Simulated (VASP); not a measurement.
# SiC (I-4m2) in VASP: notebook

SiC is run at these levels: PBEsol; tasks: single point.

Program: VASP 6.6.1. These are calculated values, not measurements. Logs are shortened: lines on timing, memory, paths and dates and some standing lists are left out, and cuts for length are marked.

## Step 1: The cell of the first run

Symmetry: I-4m2, No. 119, tetragonal system. Conventional cell: a = 3.117 Å, b = 3.117 Å, c = 4.231 Å, α = 90.00°, β = 90.00°, γ = 90.00°. Within 2.5 Å of Si (site symmetry -4m2) lie 4 C at 1.88 Å. C (site symmetry -4m2) has 4 Si at 1.88 Å within 2.5 Å.

## Step 2: Single point, PBEsol

INCAR

```
SYSTEM = SiC
PREC = Accurate
ENCUT = 520
EDIFF = 1E-6
ISMEAR = 0
SIGMA = 0.05
LREAL = .False.
LASPH = .True.
NELM = 100
ALGO = Normal
ISIF = 2
LWAVE = .False.
LCHARG = .True.
GGA = PS
LELF = .True.
LVHAR = .True.
NBANDS = 11
```

KPOINTS

```
Automatic mesh
0
Gamma
  12 12 12
  0 0 0
```

POSCAR

```
SiC
1.0
    0.0000000000      2.2037845231      2.1156331421
    2.2037845231      0.0000000000      2.1156331421
    2.2037845231      2.2037845231      0.0000000000
Si C
1 1
Direct
    0.0000000000      0.0000000000      0.0000000000
    0.7500000000      0.7500000000      0.7500000000
```

Potentials or basis: VASP PAW PBE potentials, release 64 (Si, C).

Run with:

```
> cat potpaw_PBE.64/Si/POTCAR potpaw_PBE.64/C/POTCAR > POTCAR
> mpirun -np 1 vasp_std > vasp.out
```

OUTCAR:

```text
SYSTEM = SiC
   PREC = Accurate
   ENCUT = 520
   EDIFF = 1E-6
   ISMEAR = 0
   LREAL = .False.
   LASPH = .True.
   NELM = 100
   ISIF = 2
   GGA = PS

 ion  position               nearest neighbor table
   1  0.000  0.000  0.000-   2 1.88   2 1.88   2 1.88   2 1.88
   2  0.750  0.750  0.750-   1 1.88   1 1.88   1 1.88   1 1.88

  LATTYP: Found a body centered tetragonal cell.
 ALAT       =     3.1166219611
 C/A-ratio  =     1.3576450198

  Lattice vectors:

 A1 = (   0.0000000000,  -2.2037845231,  -2.1156331421)
 A2 = (   0.0000000000,   2.2037845231,  -2.1156331421)
 A3 = (   2.2037845231,   0.0000000000,   2.1156331421)

Analysis of symmetry for initial positions (statically):
=====================================================================
 Subroutine PRICEL returns:
 Original cell was already a primitive cell.

 Routine SETGRP: Setting up the symmetry group for a
 body centered tetragonal supercell.

 Subroutine GETGRP returns: Found  8 space group operations
 (whereof  8 operations were pure point group operations)
 out of a pool of 16 trial point group operations.

The static configuration has the point symmetry D_2d.

Analysis of symmetry for dynamics (positions and initial velocities):
=====================================================================
 Subroutine PRICEL returns:
 Original cell was already a primitive cell.

 Routine SETGRP: Setting up the symmetry group for a
 body centered tetragonal supercell.

 Subroutine GETGRP returns: Found  8 space group operations
 (whereof  8 operations were pure point group operations)
 out of a pool of 16 trial point group operations.

The dynamic configuration has the point symmetry D_2d.

 Subroutine INISYM returns: Found  8 space group operations
 (whereof  8 operations are pure point group operations),
 and found     1 'primitive' translations

----------------------------------------------------------------------------------------

                                     Primitive cell

  volume of cell :      20.5498

  direct lattice vectors                    reciprocal lattice vectors
     0.000000000  2.203784523  2.115633142    -0.226882436  0.226882436  0.236335870
     2.203784523  0.000000000  2.115633142     0.226882436 -0.226882436  0.236335870
     2.203784523  2.203784523  0.000000000     0.226882436  0.226882436 -0.236335870

  length of vectors
     3.054925501  3.054925501  3.116621961     0.398504608  0.398504608  0.398504608

  position of ions in fractional coordinates (direct lattice)
     0.000000000  0.000000000  0.000000000
     0.750000000  0.750000000  0.750000000

  ion indices of the primitive-cell ions
   primitive index   ion index
                 1           1
                 2           2

----------------------------------------------------------------------------------------

 KPOINTS: Automatic mesh

Automatic generation of k-mesh.
 Grid dimensions read from file:
 generate k-points for:   12   12   12

 Generating k-lattice:

  Cartesian coordinates                     Fractional coordinates (reciprocal lattice)
    -0.018906870  0.018906870  0.019694656     0.083333333 -0.000000000  0.000000000
     0.018906870 -0.018906870  0.019694656    -0.000000000  0.083333333  0.000000000
     0.018906870  0.018906870 -0.019694656     0.000000000  0.000000000  0.083333333

  Length of vectors
     0.033208717  0.033208717  0.033208717

  Shift w.r.t. Gamma in fractional coordinates (k-lattice)
     0.000000000  0.000000000  0.000000000

 Subroutine IBZKPT returns following result:
 ===========================================

 Found    163 irreducible k-points:

 Following reciprocal coordinates:
            Coordinates               Weight
  0.000000  0.000000  0.000000      1.000000
  0.083333  0.000000  0.000000      8.000000
  0.166667 -0.000000  0.000000      8.000000
  0.250000 -0.000000  0.000000      8.000000
  0.333333  0.000000  0.000000      8.000000
  0.416667 -0.000000  0.000000      8.000000
[... 16 lines left out ...]
  0.500000  0.166667  0.000000      8.000000
 -0.416667  0.166667  0.000000      8.000000
 [... further k-points ...]
   k-points           NKPTS =    163   k-points in BZ     NKDIM =    163   number of bands    NBANDS=     11
   number of dos      NEDOS =    301   number of ions     NIONS =      2
   total plane-waves  NPLWV =  13824
   dimension x,y,z NGX =    24 NGY =   24 NGZ =   24
   dimension x,y,z NGXF=    48 NGYF=   48 NGZF=   48
   ions per type =               1   1
   NGX,Y,Z   is equivalent  to a cutoff of  13.06, 13.06, 12.80 a.u.
   NGXF,Y,Z  is equivalent  to a cutoff of  26.12, 26.12, 25.60 a.u.
 SYSTEM =  SiC
   PREC   = accura    normal or accurate (medium, high low for compatibility)
   ISTART =      0    job   : 0-new  1-cont  2-samecut
   ICHARG =      2    charge: 1-file 2-atom 10-const
   ISPIN  =      1    spin polarized calculation?
   LNONCOLLINEAR =      F non collinear calculations
   LSORBIT =      F    spin-orbit coupling
   LASPH  =      T    aspherical Exc in radial PAW
   ENCUT  =  520.0 eV  38.22 Ry    6.18 a.u.   5.68  5.68  5.79*2*pi/ulx,y,z
   NELM   =    100;   NELMIN=  2; NELMDL= -5     # of ELM steps
   EDIFF  = 0.1E-05   stopping-criterion for ELM
   LREAL  =      F    real-space projection
   EDIFFG = 0.1E-04   stopping-criterion for IOM
   NSW    =      0    number of steps for IOM
   IBRION =     -1    ionic relax: 0-MD 1-quasi-New 2-CG
   NFREE  =      0    steps in history (QN), initial steepest desc. (CG)
   ISIF   =      2    stress and relaxation
   ISYM   =      2    0-nonsym 1-usesym 2-fastsym
   POTIM  = 0.5000    time-step for ionic-motion
   TEBEG  =    0.0;   TEEND  =   0.0 temperature during run
   PSTRESS=    0.0 pullay stress
   NELECT =       8.0000    total number of electrons
   NUPDOWN=      -1.0000    fix difference up-down
   EMIN   =  10.00;   EMAX   =-10.00  energy-range for DOS
   EFERMI =   0.00;   METHOD = LEGACY
   ISMEAR =     0;   SIGMA  =   0.05  broadening in eV -4-tet -1-fermi 0-gaus
   EFERMI_NEDOS =   21; number of points for ismear=-14 and -15
   IALGO  =     38    algorithm
   IMIX   =      4    mixing-type and parameters
     AMIX     =   0.40;   BMIX     =  1.00
     AMIX_MAG =   1.60;   BMIX_MAG =  1.00
  volume/ion in A,a.u.               =      10.27        69.34
  Fermi-wavevector in a.u.,A,eV,Ry     =   1.195369  2.258920 19.441458  1.428907
  Thomas-Fermi vector in A             =   2.331336
   LORBIT       =      0    0 simple, 1 ext, 2 COOP (PROOUT), +10 PAW based schemes
   GGA     = PS    functional components
   LHFCALC =     F    Hartree Fock is set to
   AEXX    =    0.0000 exact exchange contribution
   IVDW    =     0    specifies the selected vdW correction
   LEPSILON=     F    determine dielectric tensor
   LRPA    =     F    only Hartree local field effects (RPA)
 non-spin polarized calculation
 Gauss-broadening in eV      SIGMA  =   0.05
  energy-cutoff  :      520.00
  volume of cell :       20.55
 maximum number of plane-waves:       563
   NGX = 11   NGY = 11   NGZ = 11

 number of electron       8.0000001 magnetization

 Free energy of the ion-electron system (eV)
  ---------------------------------------------------
  ext. energy  EPLUGINS =         0.00000000
  ---------------------------------------------------
  free energy    TOTEN  =       -15.89732000 eV

  energy without entropy =      -15.89732000  energy(sigma->0) =      -15.89732000

 E-fermi :   8.6325     XC(G=0): -11.5363

 val. band max:        8.3136362699   @ k =   0.0000   0.0000   0.0000
 cond. band min:       9.1273578477   @ k =   0.5000   0.5000   0.0000
 fundamental gap:      0.8137215778
 Fermi energy:         8.6324663445

 k-point     1 :       0.0000    0.0000    0.0000
  band No.  band energies     occupation
      1      -7.3419      2.00000
      2       8.0545      2.00000
      3       8.0545      2.00000
      4       8.3136      2.00000
      5      14.3956      0.00000
      6      15.3595      0.00000
      7      15.4704      0.00000
      8      15.4704      0.00000
      9      22.0133      0.00000
     10      23.1601      0.00000
     11      24.5155      0.00000

 k-point     2 :       0.0833    0.0000    0.0000
  band No.  band energies     occupation
      1      -7.2047      2.00000
      2       7.3938      2.00000
      3       7.9449      2.00000
      4       8.1597      2.00000
      5      14.6214      0.00000
      6      15.4678      0.00000
      7      15.6339      0.00000
      8      15.7070      0.00000
      9      21.3423      0.00000
     10      22.2467      0.00000
     11      24.4683      0.00000

 k-point     3 :       0.1667   -0.0000    0.0000
  band No.  band energies     occupation
      1      -6.7968      2.00000
      2       5.7503      2.00000
      3       7.6741      2.00000
      4       7.9423      2.00000
      5      14.4483      0.00000
      6      15.8995      0.00000
      7      15.9478      0.00000
      8      16.5427      0.00000
      9      20.7293      0.00000
     10      21.2991      0.00000
     11      23.8062      0.00000

 k-point     4 :       0.2500   -0.0000    0.0000
  band No.  band energies     occupation
      1      -6.1325      2.00000
      2       3.8140      2.00000
      3       7.3559      2.00000
      4       7.7005      2.00000
      5      14.0618      0.00000
      6      15.8293      0.00000
      7      16.1987      0.00000
      8      17.5091      0.00000
      9      21.1335      0.00000
     10      21.2276      0.00000
     11      23.2845      0.00000

 k-point     5 :       0.3333    0.0000    0.0000
  band No.  band energies     occupation
      1      -5.2493      2.00000
      2       1.9113      2.00000
      3       7.0813      2.00000
      4       7.4953      2.00000
      5      13.7272      0.00000
      6      15.4602      0.00000
      7      16.0742      0.00000
      8      18.0367      0.00000
      9      22.1549      0.00000
     10      22.5029      0.00000
     11      23.4548      0.00000
[... 211 lines left out ...]
 k-point    21 :       0.3333    0.1667    0.0000
  band No.  band energies     occupation
      1      -5.3206      2.00000
      2       3.2831      2.00000
      3       6.1595      2.00000
      4       6.4766      2.00000
      5      12.8982      0.00000
      6      15.4628      0.00000
      7      17.2968      0.00000
      8      17.5693      0.00000
      9      20.9972      0.00000
     10      24.1845      0.00000
     11      25.8666      0.00000

 k-point    22 :       0.4167    0.1667    0.0000
  band No.  band energies     occupation
      1      -4.3934      2.00000
      2       1.5687      2.00000
      3       6.0431      2.00000
      4       6.0438      2.00000
      5      12.6956      0.00000
      6      15.9880      0.00000
      7      17.1350      0.00000
      8      17.5446      0.00000
      9      21.6931      0.00000
     10      25.5405      0.00000
     11      26.1479      0.00000

 k-point    23 :       0.5000    0.1667    0.0000
  band No.  band energies     occupation
      1      -3.5092      2.00000
      2       0.2461      2.00000
      3       5.6230      2.00000
      4       6.1073      2.00000
      5      12.6668      0.00000
      6      16.0444      0.00000
      7      16.6930      0.00000
      8      18.6386      0.00000
      9      21.9963      0.00000
     10      25.5624      0.00000
     11      26.5516      0.00000

 k-point    24 :      -0.4167    0.1667    0.0000
  band No.  band energies     occupation
      1      -3.3999      2.00000
      2       0.0947      2.00000
      3       5.3086      2.00000
      4       6.3420      2.00000
      5      12.9087      0.00000
      6      15.9700      0.00000
      7      16.3986      0.00000
      8      19.4490      0.00000
      9      22.4129      0.00000
     10      23.6252      0.00000
     11      26.5826      0.00000

 [... further k-points ...]

------------------------ aborting loop because EDIFF is reached ----------------------------------------

  FORCE on cell =-STRESS in cart. coord.  units (eV):
  Direction    XX          YY          ZZ          XY          YZ          ZX
  --------------------------------------------------------------------------------------
  -------------------------------------------------------------------------------------
  Total       -0.1987856     -0.1987856      1.0088061      0.0000000     -0.0000000      0.0000000
  in kB      -15.4983995    -15.4983995     78.6519816      0.0000000     -0.0000000      0.0000000
  external PRESSURE =      15.8850609 kB  Pullay stress =       0.0000000 kB

 VOLUME and BASIS-vectors are now :
 -----------------------------------------------------------------------------
  energy-cutoff  :      520.00
  volume of cell :       20.55
      direct lattice vectors                 reciprocal lattice vectors
     0.000000000  2.203784523  2.115633142    -0.226882436  0.226882436  0.236335870
     2.203784523  0.000000000  2.115633142     0.226882436 -0.226882436  0.236335870
     2.203784523  2.203784523  0.000000000     0.226882436  0.226882436 -0.236335870

 POSITION                                       TOTAL-FORCE (eV/Angst)
 -----------------------------------------------------------------------------------
      0.00000      0.00000      0.00000         0.000000      0.000000     -0.000000
      3.30568      3.30568      3.17345        -0.000000     -0.000000      0.000000
 -----------------------------------------------------------------------------------
    total drift:                               -0.000000     -0.000000      0.000000

  FREE ENERGIE OF THE ION-ELECTRON SYSTEM (eV)
  ---------------------------------------------------
  free  energy   TOTEN  =       -15.8973200018 eV

  energy  without entropy=      -15.8973200018  energy(sigma->0) =      -15.89732000
```

Run time: 13 s. Hardware: 1 thread of Intel Xeon 6975P-C (Granite Rapids), shared host; peak memory 0.15 GiB.

Results:

```
Free energy            : -15.8973 eV
Pressure               : 1.6 GPa
Band gap on the k mesh : 0.81 eV, indirect (least direct gap 4.40 eV)
```

Stress tensor (GPa, compression positive):
```
-1.55  0.00  0.00
 0.00 -1.55  0.00
 0.00  0.00  7.87
```

Caveat: the PAW data sets were made with another functional, which shifts forces and pressure a little. A k mesh can miss the band edges.

## Step 3: Single point, PBEsol

INCAR

```
SYSTEM = SiC
PREC = Accurate
ENCUT = 520
EDIFF = 1E-6
ISMEAR = 0
SIGMA = 0.05
LREAL = .FALSE.
LASPH = .TRUE.
NELM = 100
ALGO = Normal
ISIF = 2
LWAVE = .FALSE.
LCHARG = .FALSE.
GGA = PS
NBANDS = 11
```

KPOINTS

```
regular mesh
0
G
  12 12 12
  0 0 0
```

POSCAR

```
SiC
1.0
    0.0000000000      2.1389293512      2.2458758187
    2.1389293512      0.0000000000      2.2458758187
    2.1389293512      2.1389293512      0.0000000000
Si C
1 1
Direct
    0.0000000000      0.0000000000      0.0000000000
    0.7500000000      0.7500000000      0.7500000000
```

Potentials or basis: VASP PAW PBE potentials, release 64 (Si, C).

Run with:

```
> cat potpaw_PBE.64/Si/POTCAR potpaw_PBE.64/C/POTCAR > POTCAR
> mpirun -np 1 vasp_std > vasp.out
```

Run time: 12 s. Hardware: 1 thread of Intel Xeon 6975P-C (Granite Rapids), shared host; peak memory 0.15 GiB.

Results (log left out):

- Free energy: -15.8867 eV
- Pressure: 1.6 GPa
- Band gap on the k mesh: 0.97 eV, indirect (least direct gap 4.40 eV)

Stress tensor (GPa, compression positive):
```
 6.10  0.00  0.00
 0.00  6.10  0.00
 0.00  0.00 -7.56
```

Levels at points of the mesh, in eV from the valence-band top:
```csv
k point,band 2,band 3,band 4,band 5,band 6,band 7
"(0.00, 0.00, 0.00)",-0.36,0.00,0.00,6.12,7.14,7.14
"(0.50, 0.00, 0.00)",-8.76,-1.49,-0.87,5.05,6.95,7.42
"(0.50, 0.50, 0.00)",-8.39,-2.99,-2.99,1.42,4.66,14.04
"(0.50, 0.00, 0.50)",-7.77,-3.55,-3.47,0.97,3.82,13.03
```

Caveat: the PAW data sets were made with another functional, which shifts forces and pressure a little. A k mesh can miss the band edges.
